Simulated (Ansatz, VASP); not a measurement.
# Hf in VASP and in Ansatz

File INCAR:

```
PREC     = Accurate       # precision mode
ENCUT    = 520            # plane-wave cutoff, eV
EDIFF    = 1E-7           # SCF threshold, eV
ISMEAR   = 0              # smearing method
SIGMA    = 0.15           # smearing width, eV
LREAL    = F              # projectors in reciprocal space
LASPH    = T              # aspherical terms in the spheres
NELM     = 80             # most SCF steps
ALGO     = Fast           # electronic algorithm
ISIF     = 2              # what is computed and relaxed
LWAVE    = F              # write WAVECAR
LCHARG   = T              # write CHGCAR
GGA      = PE             # functional
LELF     = T              # ELF
LVHAR    = T            
NBANDS   = 17             # bands
```

The input KPOINTS:

```
Automatic mesh
0
Gamma
  18 18 10
```

Contents of POSCAR:

```
Hf
1.0
    3.1007975685      0.0000000000      0.0000000000
   -1.5503987842      2.6853694663      0.0000000000
    0.0000000000      0.0000000000      5.1336670000
Hf
2
Direct
    0.3333333333      0.6666666667      0.2500000000
    0.6666666667      0.3333333333      0.7500000000
```

Input for Ansatz:

```yaml
crystal:
  lattice:
    - [3.1007975685, 0.0, 0.0]
    - [-1.5503987842, 2.6853694663, 0.0]
    - [0.0, 0.0, 5.133667]
  atoms:
    - { symbol: Hf, position: [0.3333333333, 0.6666666667, 0.25] }
    - { symbol: Hf, position: [0.6666666667, 0.3333333333, 0.75] }
basis:
  ecutwfc: 420
kpoints:
  mp_grid: { grid: [18, 18, 10] }
hamiltonian:
  xc: pbe
scf:
  occupations: { method: gaussian, width: 0.15 }
output:
  forces: true
  stress: true
  eigenvalues: true
```

Change from the starting cell: strain -0.030 along x and y, +0.015 along z, atoms carried along.

Alike in both runs: task single point; functional PBE; k mesh 18 × 18 × 10; occupations gaussian, width 0.15 eV; no spin polarisation.

|  | VASP | Ansatz |
| --- | --- | --- |
| version | VASP 6.6.1 | Ansatz 0.2.0 |
| potentials or method | VASP PAW PBE potentials, release 64 (Hf_pv), cutoff 520 eV | scalar-relativistic, plane waves, PAW |
| valence electrons in the cell | 20 | 52 |

|  | VASP | Ansatz | Ansatz less VASP |
| --- | --- | --- | --- |
| gap on the k mesh at the Fermi level (eV) | none | none | - |
| pressure (GPa) | 5.7 | 6.1 | +0.42 |
| traceless stress, the component that is largest in VASP (GPa) | -4.00 | -3.93 | +0.076 |

A gap of «none» marks a metal or a gap that the smearing closes. VASP's potentials hold 20 valence electrons a cell and Ansatz's 52, so a difference there can come from the potentials and not from the codes.

Neither program's run includes spin-orbit coupling.
